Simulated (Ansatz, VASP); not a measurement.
# Two plane-wave programs on ZnS

File POSCAR:

```
ZnS
1.0
    3.9957233866      0.0000000000      0.0000000000
   -1.9978616933      3.2956171041      0.0000000000
    0.0000000000      0.0000000000      6.2439931014
Zn S
2 2
Direct
    0.3341301276      0.6682602552     -0.0015819157
    0.6658698724      0.3317397448      0.4984180843
    0.3268911814      0.6537823628      0.3765819157
    0.6731088186      0.3462176372      0.8765819157
```

The input INCAR.step1:

```
SYSTEM = ZnS
PREC     = Accurate       ! precision mode
ENCUT    = 520            ! plane-wave cutoff, eV
ISMEAR   = 0              ! smearing method
SIGMA    = 0.01           ! smearing width, eV
LREAL    = .False.        ! projectors in reciprocal space
LASPH    = .True.         ! aspherical terms in the spheres
NELM     = 60             ! most SCF steps
NBANDS   = 26             ! bands
GGA      = PE             ! functional
ALGO     = Normal         ! electronic algorithm
EDIFF    = 1E-4           ! SCF threshold, eV
LWAVE    = .True.         ! write WAVECAR
LCHARG   = .False.        ! write CHGCAR
```

File INCAR.step2:

```
SYSTEM = ZnS
PREC     = Accurate       ! precision mode
ENCUT    = 520            ! plane-wave cutoff, eV
EDIFF    = 1E-6           ! SCF threshold, eV
ISMEAR   = 0              ! smearing method
SIGMA    = 0.01           ! smearing width, eV
LREAL    = .False.        ! projectors in reciprocal space
LASPH    = .True.         ! aspherical terms in the spheres
NELM     = 60             ! most SCF steps
ALGO     = Normal         ! electronic algorithm
ISIF     = 2              ! what is computed and relaxed
LWAVE    = .False.        ! write WAVECAR
LCHARG   = .False.        ! write CHGCAR
METAGGA  = R2SCAN         ! meta-GGA
LMIXTAU  = .True.       
NBANDS   = 26             ! bands
ISTART   = 1
```

Contents of KPOINTS:

```
Automatic mesh
0
Gamma
  12 12 4
  0 0 0
```

Input for Ansatz:

```yaml
crystal:
  lattice:
    - [3.9957233866, 0.0, 0.0]
    - [-1.9978616933, 3.2956171041, 0.0]
    - [0.0, 0.0, 6.2439931014]
  atoms:
    - { symbol: Zn, position: [0.3341301276, 0.6682602552, -0.0015819157] }
    - { symbol: Zn, position: [0.6658698724, 0.3317397448, 0.4984180843] }
    - { symbol: S, position: [0.3268911814, 0.6537823628, 0.3765819157] }
    - { symbol: S, position: [0.6731088186, 0.3462176372, 0.8765819157] }
kpoints:
  mp_grid: { grid: [12, 12, 4] }
  band_path:
    path:
      - [0.0, 0.0, 0.0]
      - [0.5, 0.0, 0.0]
      - [0.3333333333, 0.3333333333, 0.0]
      - [0.0, 0.0, 0.5]
      - [0.5, 0.0, 0.5]
      - [0.3333333333, 0.3333333333, 0.5]
    npoints: 1
hamiltonian:
  xc: r2scan
scf:
  occupations: { method: fixed }
  n_extra_bands: 5
output:
  forces: true
  stress: true
  eigenvalues: true
```

Change from the starting cell: uniaxial_x strain +5.0%.

Alike in both runs: task single point; functional r2SCAN; k mesh 12 × 12 × 4; no spin polarisation.

|  | VASP | Ansatz |
| --- | --- | --- |
| version | VASP 6.6.1 | Ansatz 0.2.0 |
| potentials or method | VASP PAW PBE potentials, release 64 (Zn, S) | plane waves, PAW |
| plane-wave cutoff (eV) | 520 | 500 |
| occupations | gaussian, width 0.01 eV | fixed |
| valence electrons in the cell | 36 | 36 |

```tsv
	VASP	Ansatz	Ansatz less VASP
gap on the k mesh at the Fermi level (eV)	2.51	2.51	-0.006
pressure (GPa)	-3.3	-3.4	-0.06
traceless stress, the component that is largest in VASP (GPa)	-2.34	-2.30	+0.049
rms of the force components (eV/Å)	0.010	0.001	-0.0086
```

VASP's potentials were made for PBE, not for r2SCAN. Atom by atom the forces differ by 0.009 eV/Å (rms over components).
